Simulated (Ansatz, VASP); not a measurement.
**Two plane-wave programs on Cu2H**

```
CELL_PARAMETERS angstrom
-1.86909 1.86909 3.82546
1.86909 -1.86909 3.82546
1.86909 1.86909 -3.82546
ATOMIC_POSITIONS crystal
Cu 0.25044 0.25044 0.00000
Cu 0.00044 0.50044 0.50000
Cu 0.49956 0.99956 0.50000
Cu 0.74956 0.74956 0.00000
H 0.00000 0.00000 0.00000
H 0.75000 0.25000 0.50000
```

Alike in both runs: functional PBE; k mesh 6 × 6 × 6; occupations gaussian, width 0.1 eV; no spin polarisation.

Ansatz relaxed the structure, and its values are those at the end. VASP's run is a single point on that final structure, the one shown.

|  | VASP | Ansatz |
| --- | --- | --- |
| version | VASP 6.6.1 | Ansatz 0.2.0 |
| potentials or method | VASP PAW PBE potentials, release 64 (Cu, H), cutoff 520 eV | scalar-relativistic, plane waves, PAW |
| valence electrons in the cell | 46 | 78 |

```csv
,VASP,Ansatz,Ansatz less VASP
gap on the k mesh at the Fermi level (eV),none,none,-
pressure (GPa),0.3,-0.2,-0.50
rms of the force components (eV/Å),0.004,0.004,+0.0001
```

A gap of «none» marks a metal or a gap that the smearing closes. With one functional, cell and mesh, what is left measures potentials, basis and numerics. VASP's potentials hold 46 valence electrons a cell and Ansatz's 78, so a difference there can come from the potentials and not from the codes.

The k mesh is coarse, so the values compare programs but aren't converged.
